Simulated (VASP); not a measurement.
Here is a VASP 6.6.1 calculation.

POSCAR

```
BeS
1.0
    0.0000000000      2.3172971951      2.3172971951
    2.3172971951      0.0000000000      2.3172971951
    2.3172971951      2.3172971951      0.0000000000
Be S
1 1
Direct
    0.0000000000      0.0000000000      0.0000000000
    0.5000000000      0.5000000000      0.5000000000
```

INCAR.step1

```
PREC = Accurate ; ENCUT = 660
ISMEAR = 0 ; SIGMA = 0.01
LREAL = F ; LASPH = T
NELM = 120 ; NBANDS = 11
GGA = PE ; ALGO = Normal
EDIFF = 1E-5 ; LWAVE = T
LCHARG = F ; GGA_COMPAT = F
```

The input INCAR.step2:

```
PREC = Accurate ; ENCUT = 660
EDIFF = 1E-6 ; ISMEAR = 0
SIGMA = 0.01 ; LREAL = F
LASPH = T ; NELM = 120
ALGO = Normal ; ISIF = 2
LWAVE = F ; LCHARG = F
METAGGA = R2SCAN ; LMIXTAU = T
NBANDS = 11 ; ISTART = 1
GGA_COMPAT = F
```

File KPOINTS:

```
regular mesh
0
Gamma
  4 4 4
```

Potentials or basis: VASP PAW PBE potentials, release 64 (Be, S).

Launch:

```console
$ cat potpaw_PBE.64/Be/POTCAR potpaw_PBE.64/S/POTCAR > POTCAR
$ cp INCAR.step1 INCAR
$ mpirun -np 1 vasp_std > vasp.out
$ cp INCAR.step2 INCAR
$ mpirun -np 1 vasp_std > vasp.out
```

(1) Predict the pressure.

(2) Estimate the band gap on the k mesh.

Results:

(1) 1.4 GPa.

(2) 1.59 eV, indirect (least direct gap 4.58 eV).

Caveat: the k points lie up to 0.59 Å⁻¹ apart; the PAW data sets were made with another functional, which shifts forces and pressure a little.
